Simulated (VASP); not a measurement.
# Te (Im-3m) in VASP: a series of runs

Runs on Te. Level: PBEsol. Tasks: single point, relaxation of cell and atoms.

All numbers are computed with VASP 6.6.1; they aren't measurements. Logs are shortened: lines on timing, memory, paths and dates and some standing lists are left out, and cuts for length are marked.

**1. The cell of the first run**

Symmetry: Im-3m, No. 229, cubic system. Conventional cell: a = 3.544 Å, b = 3.544 Å, c = 3.544 Å, α = 90.00°, β = 90.00°, γ = 90.00°. Te (site symmetry m-3m) has 14 Te at 3.07 to 3.54 Å within 4.0 Å.

This isn't the form of Te at room conditions, which is trigonal, of chains.

**2. Single point, PBEsol**

INCAR reads:

```
SYSTEM = Te
PREC = Accurate ; ENCUT = 520
EDIFF = 1E-7 ; ISMEAR = -1
SIGMA = 0.1 ; LREAL = .FALSE.
LASPH = .TRUE. ; NELM = 60
ALGO = Normal ; ISIF = 2
LWAVE = .FALSE. ; LCHARG = .FALSE.
GGA = PS ; NBANDS = 9
```

KPOINTS reads:

```
regular mesh
0
G
  15 15 15
  0 0 0
```

POSCAR reads:

```
Te
1.0
   -1.7718794827      1.7718794827      1.7718794827
    1.7718794827     -1.7718794827      1.7718794827
    1.7718794827      1.7718794827     -1.7718794827
Te
1
Direct
    0.0000000000      0.0000000000      0.0000000000
```

Potentials or basis: VASP PAW PBE potentials, release 64 (Te).

On the command line:

```sh
cat potpaw_PBE.64/Te/POTCAR > POTCAR
mpirun -np 1 vasp_std > vasp.out
```

OUTCAR:

```text
SYSTEM = Te
   PREC = Accurate
   ENCUT = 520
   EDIFF = 1E-7
   ISMEAR = -1
   LREAL = .FALSE.
   LASPH = .TRUE.
   NELM = 60
   ISIF = 2
   GGA = PS

 ion  position               nearest neighbor table
   1  0.000  0.000  0.000-

  LATTYP: Found a body centered cubic cell.
 ALAT       =     3.5437589654

  Lattice vectors:

 A1 = (  -1.7718794827,   1.7718794827,   1.7718794827)
 A2 = (   1.7718794827,  -1.7718794827,   1.7718794827)
 A3 = (   1.7718794827,   1.7718794827,  -1.7718794827)

Analysis of symmetry for initial positions (statically):
=====================================================================
 Subroutine PRICEL returns:
 Original cell was already a primitive cell.

 Routine SETGRP: Setting up the symmetry group for a
 body centered cubic supercell.

 Subroutine GETGRP returns: Found 48 space group operations
 (whereof 48 operations were pure point group operations)
 out of a pool of 48 trial point group operations.

The static configuration has the point symmetry O_h .

Analysis of symmetry for dynamics (positions and initial velocities):
=====================================================================
 Subroutine PRICEL returns:
 Original cell was already a primitive cell.

 Routine SETGRP: Setting up the symmetry group for a
 body centered cubic supercell.

 Subroutine GETGRP returns: Found 48 space group operations
 (whereof 48 operations were pure point group operations)
 out of a pool of 48 trial point group operations.

The dynamic configuration has the point symmetry O_h .

 Subroutine INISYM returns: Found 48 space group operations
 (whereof 48 operations are pure point group operations),
 and found     1 'primitive' translations

----------------------------------------------------------------------------------------

                                     Primitive cell

  volume of cell :      22.2517

  direct lattice vectors                    reciprocal lattice vectors
    -1.771879483  1.771879483  1.771879483     0.000000000  0.282186235  0.282186235
     1.771879483 -1.771879483  1.771879483     0.282186235  0.000000000  0.282186235
     1.771879483  1.771879483 -1.771879483     0.282186235  0.282186235  0.000000000

  length of vectors
     3.068985289  3.068985289  3.068985289     0.399071601  0.399071601  0.399071601

  position of ions in fractional coordinates (direct lattice)
     0.000000000  0.000000000  0.000000000

  ion indices of the primitive-cell ions
   primitive index   ion index
                 1           1

----------------------------------------------------------------------------------------

 KPOINTS: regular mesh

Automatic generation of k-mesh.
 Grid dimensions read from file:
 generate k-points for:   15   15   15

 Generating k-lattice:

  Cartesian coordinates                     Fractional coordinates (reciprocal lattice)
     0.000000000  0.018812416  0.018812416     0.066666667  0.000000000  0.000000000
     0.018812416  0.000000000  0.018812416     0.000000000  0.066666667  0.000000000
     0.018812416  0.018812416  0.000000000     0.000000000  0.000000000  0.066666667

  Length of vectors
     0.026604773  0.026604773  0.026604773

  Shift w.r.t. Gamma in fractional coordinates (k-lattice)
     0.000000000  0.000000000  0.000000000

 Subroutine IBZKPT returns following result:
 ===========================================

 Found    120 irreducible k-points:

 Following reciprocal coordinates:
            Coordinates               Weight
  0.000000  0.000000  0.000000      1.000000
  0.066667  0.000000  0.000000     12.000000
  0.133333  0.000000  0.000000     12.000000
  0.200000  0.000000  0.000000     12.000000
  0.266667  0.000000  0.000000     12.000000
  0.333333  0.000000  0.000000     12.000000
[... 16 lines left out ...]
  0.333333  0.200000  0.000000     48.000000
  0.400000  0.200000  0.000000     24.000000
 [... further k-points ...]
   k-points           NKPTS =    120   k-points in BZ     NKDIM =    120   number of bands    NBANDS=      9
   number of dos      NEDOS =    301   number of ions     NIONS =      1
   total plane-waves  NPLWV =  13824
   dimension x,y,z NGX =    24 NGY =   24 NGZ =   24
   dimension x,y,z NGXF=    48 NGYF=   48 NGZF=   48
   ions per type =               1
   NGX,Y,Z   is equivalent  to a cutoff of  13.00, 13.00, 13.00 a.u.
   NGXF,Y,Z  is equivalent  to a cutoff of  26.00, 26.00, 26.00 a.u.
 SYSTEM =  Te
   PREC   = accura    normal or accurate (medium, high low for compatibility)
   ISTART =      0    job   : 0-new  1-cont  2-samecut
   ICHARG =      2    charge: 1-file 2-atom 10-const
   ISPIN  =      1    spin polarized calculation?
   LNONCOLLINEAR =      F non collinear calculations
   LSORBIT =      F    spin-orbit coupling
   LASPH  =      T    aspherical Exc in radial PAW
   ENCUT  =  520.0 eV  38.22 Ry    6.18 a.u.   5.71  5.71  5.71*2*pi/ulx,y,z
   NELM   =     60;   NELMIN=  2; NELMDL= -5     # of ELM steps
   EDIFF  = 0.1E-06   stopping-criterion for ELM
   LREAL  =      F    real-space projection
   EDIFFG = 0.1E-05   stopping-criterion for IOM
   NSW    =      0    number of steps for IOM
   IBRION =     -1    ionic relax: 0-MD 1-quasi-New 2-CG
   NFREE  =      0    steps in history (QN), initial steepest desc. (CG)
   ISIF   =      2    stress and relaxation
   ISYM   =      2    0-nonsym 1-usesym 2-fastsym
   POTIM  = 0.5000    time-step for ionic-motion
   TEBEG  =    0.0;   TEEND  =   0.0 temperature during run
   PSTRESS=    0.0 pullay stress
   NELECT =       6.0000    total number of electrons
   NUPDOWN=      -1.0000    fix difference up-down
   EMIN   =  10.00;   EMAX   =-10.00  energy-range for DOS
   EFERMI =   0.00;   METHOD = LEGACY
   ISMEAR =    -1;   SIGMA  =   0.10  broadening in eV -4-tet -1-fermi 0-gaus
   EFERMI_NEDOS =   21; number of points for ismear=-14 and -15
   IALGO  =     38    algorithm
   IMIX   =      4    mixing-type and parameters
     AMIX     =   0.40;   BMIX     =  1.00
     AMIX_MAG =   1.60;   BMIX_MAG =  1.00
  volume/ion in A,a.u.               =      22.25       150.16
  Fermi-wavevector in a.u.,A,eV,Ry     =   1.057640  1.998649 15.219500  1.118602
  Thomas-Fermi vector in A             =   2.192920
   LORBIT       =      0    0 simple, 1 ext, 2 COOP (PROOUT), +10 PAW based schemes
   GGA     = PS    functional components
   LHFCALC =     F    Hartree Fock is set to
   AEXX    =    0.0000 exact exchange contribution
   IVDW    =     0    specifies the selected vdW correction
   LEPSILON=     F    determine dielectric tensor
   LRPA    =     F    only Hartree local field effects (RPA)
 non-spin polarized calculation
  energy-cutoff  :      520.00
  volume of cell :       22.25
 maximum number of plane-waves:       610
   NGX = 11   NGY = 11   NGZ = 11

 number of electron       6.0000001 magnetization

 Free energy of the ion-electron system (eV)
  ---------------------------------------------------
  ext. energy  EPLUGINS =         0.00000000
  ---------------------------------------------------
  free energy    TOTEN  =        -3.05527358 eV

  energy without entropy =       -3.02985804  energy(sigma->0) =       -3.04256581

 E-fermi :  11.6083     XC(G=0): -11.3012

 val. band max:       11.5790047928   @ k =  -0.2000   0.2667   0.1333
 cond. band min:      11.6331435210   @ k =  -0.3333   0.4000   0.2000
 fundamental gap:      0.0541387282
 Fermi energy:        11.6082797708

 k-point     1 :       0.0000    0.0000    0.0000
  band No.  band energies     occupation
      1      -4.6383      2.00000
      2      16.0467      0.00000
      3      16.0467      0.00000
      4      16.0467      0.00000
      5      22.0470      0.00000
      6      22.0470      0.00000
      7      22.0470      0.00000
      8      23.2119      0.00000
      9      23.2119      0.00000

 k-point     2 :       0.0667    0.0000    0.0000
  band No.  band energies     occupation
      1      -4.5325      2.00000
      2      15.2364      0.00000
      3      15.6957      0.00000
      4      15.9598      0.00000
      5      21.2973      0.00000
      6      21.2979      0.00000
      7      22.5331      0.00000
      8      22.7947      0.00000
      9      23.0846      0.00000

 k-point     3 :       0.1333    0.0000    0.0000
  band No.  band energies     occupation
      1      -4.2157      2.00000
      2      13.3754      0.00000
      3      14.8925      0.00000
      4      15.7094      0.00000
      5      20.1526      0.00000
      6      20.3297      0.00000
      7      22.4492      0.00000
      8      23.3673      0.00000
      9      23.7422      0.00000

 k-point     4 :       0.2000    0.0000    0.0000
  band No.  band energies     occupation
      1      -3.6915      2.00000
      2      11.1743      1.97427
      3      13.9832      0.00000
      4      15.3394      0.00000
      5      19.2002      0.00000
      6      19.4999      0.00000
      7      22.4884      0.00000
      8      23.7850      0.00000
      9      25.3305      0.00000
[... 205 lines left out ...]
 k-point    22 :       0.2667    0.2000   -0.0000
  band No.  band energies     occupation
      1      -0.9418      2.00000
      2       6.2740      2.00000
      3       8.9976      2.00000
      4      13.1161      0.00000
      5      19.2623      0.00000
      6      20.9483      0.00000
      7      23.9024      0.00000
      8      26.1113      0.00000
      9      27.2644      0.00000

 k-point    23 :       0.3333    0.2000    0.0000
  band No.  band energies     occupation
      1      -0.0211      2.00000
      2       4.9671      2.00000
      3       8.4563      2.00000
      4      12.8694      0.00001
      5      19.1089      0.00000
      6      21.6862      0.00000
      7      23.8310      0.00000
      8      25.1970      0.00000
      9      28.9152      0.00000

 k-point    24 :       0.4000    0.2000    0.0000
  band No.  band energies     occupation
      1       0.4457      2.00000
      2       4.3544      2.00000
      3       8.2893      2.00000
      4      12.7855      0.00002
      5      19.0476      0.00000
      6      22.1068      0.00000
      7      24.1159      0.00000
      8      24.2665      0.00000
      9      30.7305      0.00000

 [... further k-points ...]
[... 5 lines left out ...]
  --------------------------------------------------------------------------------------
  -------------------------------------------------------------------------------------
  Total        2.7982182      2.7982182      2.7982182      0.0000000      0.0000000      0.0000000
  in kB      201.4789295    201.4789295    201.4789295      0.0000000      0.0000000      0.0000000
  external PRESSURE =     201.4789295 kB  Pullay stress =       0.0000000 kB

 VOLUME and BASIS-vectors are now :
 -----------------------------------------------------------------------------
  energy-cutoff  :      520.00
  volume of cell :       22.25
      direct lattice vectors                 reciprocal lattice vectors
    -1.771879483  1.771879483  1.771879483     0.000000000  0.282186235  0.282186235
     1.771879483 -1.771879483  1.771879483     0.282186235  0.000000000  0.282186235
     1.771879483  1.771879483 -1.771879483     0.282186235  0.282186235  0.000000000

 POSITION                                       TOTAL-FORCE (eV/Angst)
 -----------------------------------------------------------------------------------
      0.00000      0.00000      0.00000         0.000000      0.000000     -0.000000
 -----------------------------------------------------------------------------------
    total drift:                                0.000000     -0.000000     -0.000000

  FREE ENERGIE OF THE ION-ELECTRON SYSTEM (eV)
  ---------------------------------------------------
  free  energy   TOTEN  =        -3.0552735834 eV

  energy  without entropy=       -3.0298580406  energy(sigma->0) =       -3.04256581
```

It took 11 s on 1 thread of Intel Xeon Platinum 8259CL at 2.50GHz (Skylake/Cascade Lake), shared host; peak memory 0.15 GiB.

Results:

* Free energy: -3.0553 eV
* Pressure: 20.1 GPa
* Band gap on the k mesh: zero (bands 3 and 4 overlap by 8.38 eV)

Caveat: the cell stands under pressure; the PAW data sets were made with another functional, which shifts forces and pressure a little; spin-orbit coupling is left out, which moves the levels of the heavy elements.

**3. Single point, PBEsol**

INCAR reads:

```
PREC = Accurate
ENCUT = 520
EDIFF = 1E-6
ISMEAR = -1
SIGMA = 0.1
LREAL = False
LASPH = True
NELM = 100
ALGO = Normal
ISIF = 2
LWAVE = False
LCHARG = False
GGA = PS
NBANDS = 9
```

KPOINTS reads:

```
Automatic mesh
0
Gamma
  15 15 15
```

POSCAR is that of step 2.

Potentials or basis: VASP PAW PBE potentials, release 64 (Te).

On the command line:

```sh
cat potpaw_PBE.64/Te/POTCAR > POTCAR
mpirun -np 1 vasp_std > vasp.out
```

OUTCAR:

```text
PREC = Accurate
   ENCUT = 520
   EDIFF = 1E-6
   ISMEAR = -1
   LREAL = False
   LASPH = True
   NELM = 100
   ISIF = 2
   GGA = PS

 ion  position               nearest neighbor table
   1  0.000  0.000  0.000-

  LATTYP: Found a body centered cubic cell.
 ALAT       =     3.5437589654

  Lattice vectors:

 A1 = (  -1.7718794827,   1.7718794827,   1.7718794827)
 A2 = (   1.7718794827,  -1.7718794827,   1.7718794827)
[... 456 lines left out ...]
 k-point    24 :       0.4000    0.2000    0.0000
  band No.  band energies     occupation
      1       0.4457      2.00000
      2       4.3545      2.00000
      3       8.2894      2.00000
      4      12.7855      0.00002
      5      19.0477      0.00000
      6      22.1069      0.00000
      7      24.1160      0.00000
      8      24.2665      0.00000
      9      30.7454      0.00000

 [... further k-points ...]
[... 5 lines left out ...]
  --------------------------------------------------------------------------------------
  -------------------------------------------------------------------------------------
  Total        2.7992505      2.7992505      2.7992505      0.0000000     -0.0000000      0.0000000
  in kB      201.5532535    201.5532535    201.5532535      0.0000000     -0.0000000      0.0000000
  external PRESSURE =     201.5532535 kB  Pullay stress =       0.0000000 kB

 VOLUME and BASIS-vectors are now :
 -----------------------------------------------------------------------------
  energy-cutoff  :      520.00
  volume of cell :       22.25
      direct lattice vectors                 reciprocal lattice vectors
    -1.771879483  1.771879483  1.771879483     0.000000000  0.282186235  0.282186235
     1.771879483 -1.771879483  1.771879483     0.282186235  0.000000000  0.282186235
     1.771879483  1.771879483 -1.771879483     0.282186235  0.282186235  0.000000000

 POSITION                                       TOTAL-FORCE (eV/Angst)
 -----------------------------------------------------------------------------------
      0.00000      0.00000      0.00000        -0.000000     -0.000000      0.000000
 -----------------------------------------------------------------------------------
    total drift:                                0.000000     -0.000000      0.000000

  FREE ENERGIE OF THE ION-ELECTRON SYSTEM (eV)
  ---------------------------------------------------
  free  energy   TOTEN  =        -3.0552740421 eV

  energy  without entropy=       -3.0298584489  energy(sigma->0) =       -3.04256625
```

OSZICAR:

```text
N       E                     dE             d eps       ncg     rms          rms(c)
DAV:   1     0.107820128963E+02    0.10782E+02   -0.24373E+03  2168   0.523E+02
DAV:   2    -0.278553534206E+01   -0.13568E+02   -0.13253E+02  3009   0.734E+01
DAV:   3    -0.305763475923E+01   -0.27210E+00   -0.26555E+00  2743   0.101E+01
DAV:   4    -0.305873658419E+01   -0.11018E-02   -0.11016E-02  2980   0.745E-01
DAV:   5    -0.305874064046E+01   -0.40563E-05   -0.40546E-05  2744   0.365E-02    0.105E+01
DAV:   6    -0.305657578161E+01    0.21649E-02   -0.25033E-04  2828   0.990E-02    0.639E+00
DAV:   7    -0.305527148062E+01    0.13043E-02   -0.65745E-04  2519   0.151E-01    0.722E-02
DAV:   8    -0.305527462528E+01   -0.31447E-05   -0.14854E-05  2959   0.268E-02    0.484E-02
DAV:   9    -0.305527404210E+01    0.58317E-06   -0.10611E-06  2661   0.779E-03
   1 F= -.30552740E+01 E0= -.30425662E+01  d E =-.254156E-01
```

It took 9.4 s on 1 thread of Intel Xeon Platinum 8259CL at 2.50GHz (Skylake/Cascade Lake), shared host; peak memory 0.15 GiB.

Results:

```
Free energy            : -3.0553 eV
Pressure               : 20.2 GPa
Band gap on the k mesh : zero (bands 3 and 4 overlap by 8.38 eV)
```

Caveat: the cell stands under pressure; the PAW data sets were made with another functional, which shifts forces and pressure a little; spin-orbit coupling is left out, which moves the levels of the heavy elements.

[end of part 1 of 2]

The gap in the log of VASP goes by the Fermi energy; the results here count the filled bands.